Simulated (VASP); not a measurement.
Here is a VASP 6.6.1 calculation.

File INCAR:

```
SYSTEM = NaI
ALGO = Normal ; EDIFF = 1E-7
ENCUT = 520 ; GGA = PE
ISIF = 2 ; ISMEAR = -1
LASPH = .True. ; LCHARG = .False.
LREAL = .False. ; LWAVE = .False.
NBANDS = 22 ; NELM = 100
PREC = Accurate ; SIGMA = 0.069
```

File KPOINTS:

```
k-points
0
Gamma
  6 6 2
  0 0 0
```

POSCAR

```
NaI
1.0
    5.4164807906      0.0000000000      0.0000000000
   -2.7082403953      4.6908099638      0.0000000000
    0.0000000000      0.0000000000      6.4591768406
Na I
2 2
Direct
    0.3090933225      0.6490712742     -0.0477803918
    0.6686408559      0.3356021694      0.4243164520
    0.3233566458      0.6511907375      0.4407646780
    0.6806770827      0.3515859761      0.9340410007
```

Potentials or basis: VASP PAW PBE potentials, release 64 (Na_pv, I).

The run is started by

```console
$ cat potpaw_PBE.64/Na_pv/POTCAR potpaw_PBE.64/I/POTCAR > POTCAR
$ mpirun -np 1 vasp_std > vasp.out
```

Q: What does it give for the pressure?

A: 0.5 GPa.

Q: Estimate the band gap on the k mesh.

A: 3.56 eV, direct.

Q: What does it give for the largest force?

A: 0.326 eV/Å.

Stress tensor (GPa, compression positive):
```
1.08 0.32 0.02
0.32 0.01 0.03
0.02 0.03 0.51
```

Caveat: the k points lie up to 0.49 Å⁻¹ apart; spin-orbit coupling is left out, which moves the levels of the heavy elements. A k mesh can miss the band edges.
